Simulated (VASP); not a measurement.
La, 4 atoms in the cell. Symmetry: P6_3/mmc, No. 194, hexagonal system. The conventional cell has a = 3.600 Å, b = 3.600 Å, c = 11.552 Å, α = 90.00°, β = 90.00°, γ = 120.00°. Within 4.7 Å of La (site symmetry -3m) lie 12 La at 3.56 to 3.60 Å. Within 4.7 Å of La (site symmetry -6m2) lie 12 La at 3.56 to 3.60 Å. 

- Program: VASP 6.6.1
- Task: single point
- Functional: LDA
- Potentials or basis: VASP PAW LDA potentials, release 64 (La)
- Cutoff: 520 eV
- k mesh: 10 × 10 × 3
- Occupations: methfessel-paxton, width 0.6 eV
- Spin: no spin polarisation
- Dipole correction: no
- Further INCAR settings: ALGO = Normal; EDIFF = 1e-06; NBANDS = 30

Potentials or basis: VASP PAW LDA potentials, release 64 (La).

Command:

```bash
$ cat potpaw_LDA.64/La/POTCAR > POTCAR
$ mpirun -np 1 vasp_std > vasp.out
```

Hardware: 1 thread of AMD EPYC 9R45 96-Core Processor (Zen 5) (shared host).

Question: Estimate the wall time of this run.

Answer: Run time: 99 s on 1 thread of AMD EPYC 9R45 96-Core Processor (Zen 5) (shared host), peak memory 0.24 GiB. Counts: scf iterations 23, k points 28.
